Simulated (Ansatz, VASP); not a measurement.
Two plane-wave programs on WSe2

```
Se W
1.0
     3.15410    0.00000    0.00000
    -1.57705    2.73153    0.00000
     0.00000    0.00000   32.73749
Se W
2 1
Direct
  0.33333 0.66667 0.44697
  0.33333 0.66667 0.55303
  0.66667 0.33333 0.50000
```

Change from the starting cell: biaxial strain -0.040, atoms relaxed.

Alike in both runs: functional PBE; dispersion D3(BJ); k mesh 12 × 12 × 1; occupations gaussian, width 0.02 eV; no spin polarisation.

Ansatz relaxed the structure, and its values are those at the end. VASP's run is a single point on that final structure, the one shown.

```csv
,VASP,Ansatz
version,VASP 6.6.1,Ansatz 0.2.0
potentials or method,"VASP PAW PBE potentials, release 64 (Se, W_sv), cutoff 520 eV","scalar-relativistic, plane waves, PAW"
valence electrons in the cell,26,46
```

VASP gave:

- gap on the k mesh at the Fermi level (eV): 1.42
- least direct gap on the mesh (eV): 2.12
- rms of the force components (eV/Å): 0.026

Q: What did Ansatz give for the same quantities?

A: gap on the k mesh at the Fermi level (eV): 1.42; least direct gap on the mesh (eV): 2.12; rms of the force components (eV/Å): 0.001.

VASP's potentials hold 26 valence electrons a cell and Ansatz's 46, so a difference there can come from the potentials and not from the codes. Ansatz's warnings: stress scf threshold loose, xc potential rough in thin density.

Spin-orbit coupling is off throughout.
